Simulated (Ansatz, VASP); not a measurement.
Cd in VASP and in Ansatz

```
Cd
1.0
    -1.77235    1.77235    1.77235
     1.77235   -1.77235    1.77235
     1.77235    1.77235   -1.77235
Cd
1
Direct
  0.00000 0.00000 0.00000
```

Alike in both runs: task single point; functional PBEsol; k mesh 10 × 10 × 10; occupations tetrahedron; non-collinear spin.

```csv
,VASP,Ansatz
version,VASP 6.6.1,Ansatz 0.2.0
potentials or method,"VASP PAW PBE potentials, release 64 (Cd)",SSSP precision PAW
plane-wave cutoff (eV),520,1361
valence electrons in the cell,12,20
```

```csv
,VASP,Ansatz,Ansatz less VASP
gap on the k mesh at the Fermi level (eV),none,none,-
pressure (GPa),-2.4,-2.4,+0.06
"traceless stress, the component that is largest in VASP (GPa)",-0.44,0.00,+0.437
net moment per atom (μB),0.00,0.00,0.000
```

VASP's potentials were made for PBE, not for PBEsol. A gap of «none» marks a metal or a gap that the smearing closes. VASP's potentials hold 12 valence electrons a cell and Ansatz's 20, so a difference there can come from the potentials and not from the codes.
